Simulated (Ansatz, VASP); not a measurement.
## CdSn2O3: VASP beside Ansatz

```
Cd Sn O
1.0
     3.87018   -4.96012    0.00000
     3.87018    4.96012    0.00000
     0.00000    0.00000    3.26162
Cd Sn O
1 2 3
Direct
  0.00000 0.00000 0.50000
  0.50000 0.00000 0.00000
  0.00000 0.50000 0.00000
  0.85264 0.14736 0.00000
  0.14736 0.85264 0.00000
  0.50000 0.50000 0.50000
```

Alike in both runs: functional PBE; k mesh 6 × 6 × 12; occupations gaussian, width 0.1 eV; no spin polarisation.

Ansatz relaxed the structure, and its values are those at the end. VASP's run is a single point on that final structure, the one shown.

```csv
,VASP,Ansatz
version,VASP 6.6.1,Ansatz 0.2.0
potentials or method,"VASP PAW PBE potentials, release 64 (Cd, Sn_d, O), cutoff 520 eV","scalar-relativistic, plane waves, PAW"
valence electrons in the cell,58,66
```

Ansatz gave:

| Property | Result |
| --- | --- |
| gap on the k mesh at the Fermi level (eV) | none |
| pressure (GPa) | 0.0 |
| rms of the force components (eV/Å) | 0.001 |

Problem. Which values does VASP return?

Solution. gap on the k mesh at the Fermi level (eV): none; pressure (GPa): 0.4; rms of the force components (eV/Å): 0.035.

A gap of «none» marks a metal or a gap that the smearing closes. VASP's potentials hold 58 valence electrons a cell and Ansatz's 66, so a difference there can come from the potentials and not from the codes.
